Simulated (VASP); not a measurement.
Here is a VASP 6.6.1 calculation.

File INCAR:

```
SYSTEM = CoSn3
ALGO = Fast
EDIFF = 1E-6
EDIFFG = -0.01
ENCUT = 600
GGA = PS
IBRION = 2
ISIF = 3
ISMEAR = 0
LASPH = .TRUE.
LCHARG = .FALSE.
LREAL = .FALSE.
LWAVE = .FALSE.
NELM = 100
NSW = 80
PREC = Accurate
SIGMA = 0.1
```

File KPOINTS:

```
k-points
0
G
  10 10 10
  0 0 0
```

File POSCAR:

```
CoSn3
1.0
    4.3976643260      0.0000000000      0.0000000000
    0.0000000000      4.3976643260      0.0000000000
    0.0000000000      0.0000000000      4.3976643260
Sn Co
3 1
Direct
    0.0000000000      0.5000000000      0.5000000000
    0.5000000000      0.0000000000      0.5000000000
    0.5000000000      0.5000000000      0.0000000000
    0.0000000000      0.0000000000      0.0000000000
```

Potentials or basis: VASP PAW PBE potentials, release 64 (Sn_d, Co).

The run is started by

```bash
$ cat potpaw_PBE.64/Sn_d/POTCAR potpaw_PBE.64/Co/POTCAR > POTCAR
$ mpirun -np 1 vasp_std > vasp.out
```

What does it give for the relaxed volume?

20.88 Å³/atom.

What does it give for the relaxed cell?

a = 4.371 Å, b = 4.371 Å, c = 4.371 Å, α = 90.00°, β = 90.00°, γ = 90.00°.

Estimate the band gap on the k mesh.

zero (an odd number of electrons rules out a gap without spin polarisation).

The path:
| step | energy change (eV) | largest force (eV/Å) | pressure (GPa) | volume (Å³) |
| --- | --- | --- | --- | --- |
| 1 | 0.0000 | 0.0000 | -1.17 | 85.05 |
| 2 | -0.0058 | 0.0000 | 0.43 | 83.15 |
| 3 | -0.0063 | 0.0000 | 0.04 | 83.52 |

Caveat: the PAW data sets were made with another functional, which shifts forces and pressure a little; spin-orbit coupling is left out, which moves the levels of the heavy elements; the run has no spin polarisation, though such a crystal can be magnetic. Spin polarisation is off, so any magnetic state and its effect on volume and gap are missing.
